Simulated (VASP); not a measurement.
Crystal: MoS.

```
CELL_PARAMETERS angstrom
5.09163 0.00000 0.00000
0.00000 5.09163 0.00000
0.00000 0.00000 5.09163
ATOMIC_POSITIONS crystal
Mo 0.13400 0.13400 0.13400
Mo 0.36600 0.86600 0.63400
Mo 0.63400 0.36600 0.86600
Mo 0.86600 0.63400 0.36600
S 0.84450 0.84450 0.84450
S 0.65550 0.15550 0.34450
S 0.34450 0.65550 0.15550
S 0.15550 0.34450 0.65550
```

```yaml
Program: VASP 6.6.1
Task: relaxation of cell and atoms
Functional: PBE
Potentials_or_basis: VASP PAW PBE potentials, release 64 (Mo_sv, S)
Cutoff: 600 eV
k_mesh: 4 × 4 × 4
Occupations: gaussian, width 0.1 eV
Spin: no spin polarisation
```

At the start: pressure -20.2 GPa; volume 16.50 Å³/atom.

**Question.** Where does the relaxation end?

**Answer.** Over 21 steps the energy falls by 376.5 meV/atom and the volume is 15.27 Å³/atom (-7.5 %); space group P2_13 (No. 198, to 0.1 Å) before and after.

Step by step:
| step | energy change (eV) | largest force (eV/Å) | pressure (GPa) | volume (Å³) |
| --- | --- | --- | --- | --- |
| 1 | 0.0000 | 1.0140 | -20.23 | 132.00 |
| 2 | 1.0122 | 0.7293 | 52.66 | 96.06 |
| 3 | -1.4038 | 1.1366 | 0.17 | 114.36 |
| 4 | -1.4066 | 1.1351 | 1.21 | 113.78 |
| 5 | -1.4065 | 1.1339 | 1.84 | 113.43 |
| 6 | -1.7200 | 0.9240 | 2.97 | 113.38 |
| 7 | -2.2701 | 1.2437 | 10.82 | 113.25 |
| 8 | -2.3792 | 1.1996 | 9.33 | 114.57 |
| 9 | -2.5668 | 1.3695 | 5.68 | 118.60 |
| 10 | -2.5828 | 1.5439 | 4.52 | 120.22 |
| 11 | -2.6924 | 1.2029 | 2.06 | 121.20 |
| 12 | -2.8320 | 0.8948 | -4.08 | 123.98 |
| 13 | -2.9110 | 0.7244 | -2.70 | 122.85 |
| 14 | -2.9861 | 0.2286 | 0.94 | 120.38 |
| 15 | -2.9862 | 0.2456 | 0.81 | 120.45 |
| 16 | -2.9933 | 0.2024 | 0.47 | 120.81 |
| 17 | -3.0050 | 0.2078 | -0.52 | 121.90 |
| 18 | -3.0057 | 0.2228 | -0.81 | 122.23 |
| 19 | -3.0106 | 0.0860 | 0.27 | 121.89 |
| 20 | -3.0106 | 0.0757 | 0.35 | 121.87 |
| 21 | -3.0116 | 0.0276 | 0.07 | 122.12 |

Final structure:
```yaml
crystal:
  lattice:
    - [4.96131, 0.00000, 0.00000]
    - [0.00000, 4.96131, 0.00000]
    - [0.00000, 0.00000, 4.96131]
  atoms:
    - { symbol: Mo, position: [0.09676, 0.09676, 0.09676] }
    - { symbol: Mo, position: [0.40324, 0.90324, 0.59676] }
    - { symbol: Mo, position: [0.59676, 0.40324, 0.90324] }
    - { symbol: Mo, position: [0.90324, 0.59676, 0.40324] }
    - { symbol: S, position: [0.81616, 0.81616, 0.81616] }
    - { symbol: S, position: [0.68384, 0.18384, 0.31616] }
    - { symbol: S, position: [0.31616, 0.68384, 0.18384] }
    - { symbol: S, position: [0.18384, 0.31616, 0.68384] }
```
